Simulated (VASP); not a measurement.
# Cu (Fm-3m) in VASP: notebook, part 2 of 2

VASP 6.6.1. Earlier steps stand in the parts before.

## 3. Single point, PBEsol

INCAR reads:

```
ALGO = Normal ; EDIFF = 1E-7
ENCUT = 520 ; GGA = PS
ISIF = 2 ; ISMEAR = -1
LASPH = True ; LCHARG = False
LREAL = False ; LWAVE = False
NBANDS = 12 ; NELM = 60
PREC = Accurate ; SIGMA = 0.05
```

KPOINTS reads:

```
k-points
0
Gamma
  24 24 24
```

POSCAR reads:

```
Cu
1.0
    0.0000000000      1.7818141269      1.7818141269
    1.7818141269      0.0000000000      1.7818141269
    1.7818141269      1.7818141269      0.0000000000
Cu
1
Direct
    0.0000000000      0.0000000000      0.0000000000
```

Potentials or basis: VASP PAW PBE potentials, release 64 (Cu).

Started as:

```console
$ cat potpaw_PBE.64/Cu/POTCAR > POTCAR
$ mpirun -np 1 vasp_std > vasp.out
```

OUTCAR:

```text
EDIFF = 1E-7
   ENCUT = 520
   GGA = PS
   ISIF = 2
   ISMEAR = -1
   LASPH = True
   LREAL = False
   NELM = 60
   PREC = Accurate

 ion  position               nearest neighbor table
   1  0.000  0.000  0.000-

  LATTYP: Found a face centered cubic cell.
 ALAT       =     3.5636282538

  Lattice vectors:

 A1 = (   0.0000000000,   1.7818141269,   1.7818141269)
 A2 = (   1.7818141269,   0.0000000000,   1.7818141269)
 A3 = (   1.7818141269,   1.7818141269,   0.0000000000)

Analysis of symmetry for initial positions (statically):
=====================================================================
 Subroutine PRICEL returns:
 Original cell was already a primitive cell.

 Routine SETGRP: Setting up the symmetry group for a
 face centered cubic supercell.

 Subroutine GETGRP returns: Found 48 space group operations
 (whereof 48 operations were pure point group operations)
 out of a pool of 48 trial point group operations.

The static configuration has the point symmetry O_h .

Analysis of symmetry for dynamics (positions and initial velocities):
=====================================================================
 Subroutine PRICEL returns:
 Original cell was already a primitive cell.

 Routine SETGRP: Setting up the symmetry group for a
 face centered cubic supercell.

 Subroutine GETGRP returns: Found 48 space group operations
 (whereof 48 operations were pure point group operations)
 out of a pool of 48 trial point group operations.

The dynamic configuration has the point symmetry O_h .

 Subroutine INISYM returns: Found 48 space group operations
 (whereof 48 operations are pure point group operations),
 and found     1 'primitive' translations

----------------------------------------------------------------------------------------

                                     Primitive cell

  volume of cell :      11.3140

  direct lattice vectors                    reciprocal lattice vectors
     0.000000000  1.781814127  1.781814127    -0.280612883  0.280612883  0.280612883
     1.781814127  0.000000000  1.781814127     0.280612883 -0.280612883  0.280612883
     1.781814127  1.781814127  0.000000000     0.280612883  0.280612883 -0.280612883
[... 106 lines left out ...]
   LORBIT       =      0    0 simple, 1 ext, 2 COOP (PROOUT), +10 PAW based schemes
   GGA     = PS    functional components
   LHFCALC =     F    Hartree Fock is set to
   AEXX    =    0.0000 exact exchange contribution
   IVDW    =     0    specifies the selected vdW correction
   LEPSILON=     F    determine dielectric tensor
   LRPA    =     F    only Hartree local field effects (RPA)
 non-spin polarized calculation
  energy-cutoff  :      520.00
  volume of cell :       11.31
 maximum number of plane-waves:       319
   NGX =  9   NGY =  9   NGZ =  9

 number of electron      11.0000013 magnetization

 Free energy of the ion-electron system (eV)
  ---------------------------------------------------
  ext. energy  EPLUGINS =         0.00000000
  ---------------------------------------------------
  free energy    TOTEN  =        -4.31036939 eV

  energy without entropy =       -4.30827716  energy(sigma->0) =       -4.30932328

 E-fermi :   7.9537     XC(G=0): -13.1602

 val. band max:        7.9355372337   @ k =   0.5000   0.1667   0.0417
 cond. band min:       8.0089302123   @ k =  -0.4167   0.1250   0.0417
 fundamental gap:      0.0733929786
 Fermi energy:         7.9536533493

 k-point     1 :       0.0000    0.0000    0.0000
  band No.  band energies     occupation
      1      -1.7790      2.00000
      2       4.7827      2.00000
      3       4.7827      2.00000
      4       4.7827      2.00000
      5       5.6721      2.00000
      6       5.6721      2.00000
      7      30.8687      0.00000
      8      33.8188      0.00000
      9      33.8188      0.00000
     10      33.8188      0.00000
     11      36.3376      0.00000
     12      36.3376      0.00000
[... 331 lines left out ...]
 k-point    24 :       0.4583    0.0417    0.0000
  band No.  band energies     occupation
      1       2.5717      2.00000
      2       4.7385      2.00000
      3       4.7889      2.00000
      4       5.7933      2.00000
      5       6.2651      2.00000
      6       6.7364      2.00000
      7      12.7248      0.00000
      8      29.0305      0.00000
      9      29.7756      0.00000
     10      30.4269      0.00000
     11      34.2967      0.00000
     12      34.6874      0.00000

 [... further k-points ...]
[... 5 lines left out ...]
  --------------------------------------------------------------------------------------
  -------------------------------------------------------------------------------------
  Total        0.0518547      0.0518547      0.0518547      0.0000000     -0.0000000      0.0000000
  in kB        7.3431415      7.3431415      7.3431415      0.0000000     -0.0000000      0.0000000
  external PRESSURE =       7.3431415 kB  Pullay stress =       0.0000000 kB

 VOLUME and BASIS-vectors are now :
 -----------------------------------------------------------------------------
  energy-cutoff  :      520.00
  volume of cell :       11.31
      direct lattice vectors                 reciprocal lattice vectors
     0.000000000  1.781814127  1.781814127    -0.280612883  0.280612883  0.280612883
     1.781814127  0.000000000  1.781814127     0.280612883 -0.280612883  0.280612883
     1.781814127  1.781814127  0.000000000     0.280612883  0.280612883 -0.280612883

 POSITION                                       TOTAL-FORCE (eV/Angst)
 -----------------------------------------------------------------------------------
      0.00000      0.00000      0.00000         0.000000      0.000000     -0.000000
 -----------------------------------------------------------------------------------
    total drift:                               -0.000000     -0.000000     -0.000000

  FREE ENERGIE OF THE ION-ELECTRON SYSTEM (eV)
  ---------------------------------------------------
  free  energy   TOTEN  =        -4.3103693946 eV

  energy  without entropy=       -4.3082771626  energy(sigma->0) =       -4.30932328
```

OSZICAR:

```text
N       E                     dE             d eps       ncg     rms          rms(c)
DAV:   1     0.414934574914E+02    0.41493E+02   -0.53556E+03 11000   0.155E+03
DAV:   2    -0.407089687067E+01   -0.45564E+02   -0.41979E+02 10208   0.205E+02
DAV:   3    -0.540176809391E+01   -0.13309E+01   -0.13160E+01 11556   0.399E+01
DAV:   4    -0.541000571016E+01   -0.82376E-02   -0.82365E-02 11196   0.277E+00
DAV:   5    -0.541007858422E+01   -0.72874E-04   -0.72872E-04 11844   0.266E-01    0.844E+00
DAV:   6    -0.474028841803E+01    0.66979E+00   -0.16957E+01 11816   0.789E+01    0.413E+00
DAV:   7    -0.432523472493E+01    0.41505E+00   -0.25569E+00 11832   0.304E+01    0.589E-01
DAV:   8    -0.431220110126E+01    0.13034E-01   -0.53185E-03 11512   0.116E+00    0.319E-01
DAV:   9    -0.431036122193E+01    0.18399E-02   -0.99708E-03 12240   0.171E+00    0.227E-02
DAV:  10    -0.431036831724E+01   -0.70953E-05   -0.33424E-05 14092   0.951E-02    0.555E-03
DAV:  11    -0.431036939130E+01   -0.10741E-05   -0.46031E-07 12184   0.107E-02    0.356E-04
DAV:  12    -0.431036939462E+01   -0.33151E-08   -0.10754E-08  6744   0.166E-03
   1 F= -.43103694E+01 E0= -.43093233E+01  d E =-.209223E-02
```

Run time: 28 s. Hardware: 1 thread of AMD EPYC 9R45 (Zen 5), shared host; peak memory 0.14 GiB.

What came out:

- Free energy: -4.3104 eV
- Pressure: 0.7 GPa

Levels at points of the mesh, in eV from the Fermi level:
```tsv
k point	band 3	band 4	band 5	band 6	band 7	band 8	band 9	band 10
(0.00, 0.00, 0.00)	-3.17	-3.17	-2.28	-2.28	22.92	25.87	25.87	25.87
(0.50, 0.00, 0.00)	-3.20	-1.68	-1.68	-1.18	3.95	21.39	22.68	22.68
(0.50, 0.50, 0.00)	-1.69	-1.52	-1.52	1.41	7.39	13.36	13.36	17.99
```

Caveat: the PAW data sets were made with another functional, which shifts forces and pressure a little.

## 4. Relaxation of cell and atoms, PBEsol

This run uses another cell than the first one, of 11.81 Å³/atom, 1.044 times its volume.

INCAR reads:

```
ALGO = Normal ; EDIFF = 1E-6
EDIFFG = -0.002 ; ENCUT = 600
GGA = PS ; IBRION = 2
ISIF = 3 ; ISMEAR = -1
LASPH = True ; LCHARG = False
LREAL = False ; LWAVE = False
NELM = 80 ; NSW = 100
PREC = Accurate ; SIGMA = 0.05
```

KPOINTS is that of step 3.

POSCAR reads:

```
Cu
1.0
    0.0000000000      1.8075000000      1.8075000000
    1.8075000000      0.0000000000      1.8075000000
    1.8075000000      1.8075000000      0.0000000000
Cu
1
Direct
    0.0000000000      0.0000000000      0.0000000000
```

Potentials or basis: VASP PAW PBE potentials, release 64 (Cu).

Started as:

```console
$ cat potpaw_PBE.64/Cu/POTCAR > POTCAR
$ mpirun -np 1 vasp_std > vasp.out
```

OUTCAR:

```text
EDIFF = 1E-6
   EDIFFG = -0.002
   ENCUT = 600
   GGA = PS
   IBRION = 2
   ISIF = 3
   ISMEAR = -1
   LASPH = True
   LREAL = False
   NELM = 80
   NSW = 100
   PREC = Accurate

 ion  position               nearest neighbor table
   1  0.000  0.000  0.000-

  LATTYP: Found a face centered cubic cell.
 ALAT       =     3.6150000000

  Lattice vectors:

 A1 = (   0.0000000000,   1.8075000000,   1.8075000000)
 A2 = (   1.8075000000,   0.0000000000,   1.8075000000)
 A3 = (   1.8075000000,   1.8075000000,   0.0000000000)

Analysis of symmetry for initial positions (statically):
=====================================================================
 Subroutine PRICEL returns:
 Original cell was already a primitive cell.

[... 348 lines left out ...]
  free energy    TOTEN  =        -4.31077318 eV

  energy without entropy =       -4.30869246  energy(sigma->0) =       -4.30973282

 E-fermi :   7.8913     XC(G=0): -13.1319

 val. band max:        7.8740074743   @ k =   0.5000   0.1667   0.0417
 cond. band min:       7.9481216317   @ k =   0.5000   0.2500   0.0833
 fundamental gap:      0.0741141574
 Fermi energy:         7.8913273942

 k-point     1 :       0.0000    0.0000    0.0000
  band No.  band energies     occupation
      1      -1.8031      2.00000
      2       4.7365      2.00000
      3       4.7365      2.00000
      4       4.7365      2.00000
      5       5.6192      2.00000
      6       5.6192      2.00000
      7      30.7689      0.00000
      8      33.6814      0.00000
      9      33.6814      0.00000
[... 265 lines left out ...]
 k-point    24 :       0.4583    0.0417    0.0000
  band No.  band energies     occupation
      1       2.5381      2.00000
      2       4.6928      2.00000
      3       4.7428      2.00000
      4       5.7432      2.00000
      5       6.2080      2.00000
      6       6.6820      2.00000
      7      12.6381      0.00000
      8      28.9305      0.00000
      9      29.6431      0.00000

 [... further k-points ...]
[... 5 lines left out ...]
  --------------------------------------------------------------------------------------
  -------------------------------------------------------------------------------------
  Total       -0.0019035     -0.0019035     -0.0019035      0.0000000     -0.0000000      0.0000000
  in kB       -0.2682688     -0.2682688     -0.2682688      0.0000000     -0.0000000      0.0000000
  external PRESSURE =      -0.2682688 kB  Pullay stress =       0.0000000 kB
[... 16 lines left out ...]
  FREE ENERGIE OF THE ION-ELECTRON SYSTEM (eV)
  ---------------------------------------------------
  free  energy   TOTEN  =        -4.3107731849 eV

  energy  without entropy=       -4.3086924587  energy(sigma->0) =       -4.30973282

 reached required accuracy - stopping structural energy minimisation
```

OSZICAR:

```text
N       E                     dE             d eps       ncg     rms          rms(c)
DAV:   1     0.382400884045E+02    0.38240E+02   -0.61657E+03  7586   0.227E+03
DAV:   2    -0.489105496604E+01   -0.43131E+02   -0.40969E+02  7487   0.206E+02
DAV:   3    -0.538152836444E+01   -0.49047E+00   -0.48842E+00  8876   0.321E+01
[... 42 lines left out ...]
       N       E                     dE             d eps       ncg     rms          rms(c)
DAV:   1    -0.431079049727E+01   -0.18484E-04   -0.33699E-04  7730   0.485E-01    0.345E-02
DAV:   2    -0.431077904891E+01    0.11448E-04   -0.26515E-04  7762   0.378E-01    0.137E-02
DAV:   3    -0.431077362301E+01    0.54259E-05   -0.41279E-05  7165   0.154E-01    0.481E-03
DAV:   4    -0.431077318494E+01    0.43806E-06   -0.56339E-07  3917   0.991E-03
   6 F= -.43107732E+01 E0= -.43097328E+01  d E =-.318108E-05
```

CONTCAR:

```text
Cu
   1.00000000000000
    -0.0000000000000000    1.7846523647406705    1.7846523647406705
     1.7846523647406705   -0.0000000000000000    1.7846523647406705
     1.7846523647406705    1.7846523647406705   -0.0000000000000000
  Cu
     1
Direct
     0.0000000000000000    0.0000000000000000    0.0000000000000000

  0.00000000E+00  0.00000000E+00  0.00000000E+00
```

Wall time 81 s (1 thread of Intel Xeon Platinum 8375C at 2.90GHz (Ice Lake), shared host); peak memory 0.18 GiB.

What came out:

```yaml
Free_energy: -4.3108 eV
Relaxed_volume: 11.37 Å³/atom
Relaxed_cell: a = 2.524 Å, b = 2.524 Å, c = 2.524 Å, α = 60.00°, β = 60.00°, γ = 60.00°
Space_group_after_relaxing_to_0.05_Å: Fm-3m (No. 225)
Energy_gained_by_relaxing: 8.2 meV/atom
Ionic_steps: 6
Pressure_after_relaxing: 0.0 GPa
```

The path:
```
step  energy change (eV)  largest force (eV/Å)  pressure (GPa)  volume (Å³)
   1              0.0000                0.0000           -5.70        11.81
   2             -0.0050                0.0000            4.07        11.11
   3             -0.0082                0.0000           -0.04        11.37
   4             -0.0082                0.0000            0.13        11.36
   5             -0.0082                0.0000           -0.04        11.37
   6             -0.0082                0.0000           -0.03        11.37
```

Final structure:
```xyz
1
Lattice="0.0000 1.7847 1.7847 1.7847 0.0000 1.7847 1.7847 1.7847 0.0000" Properties=species:S:1:pos:R:3 pbc="T T T"
Cu    0.0000    0.0000    0.0000
```

Caveat: the PAW data sets were made with another functional, which shifts forces and pressure a little.
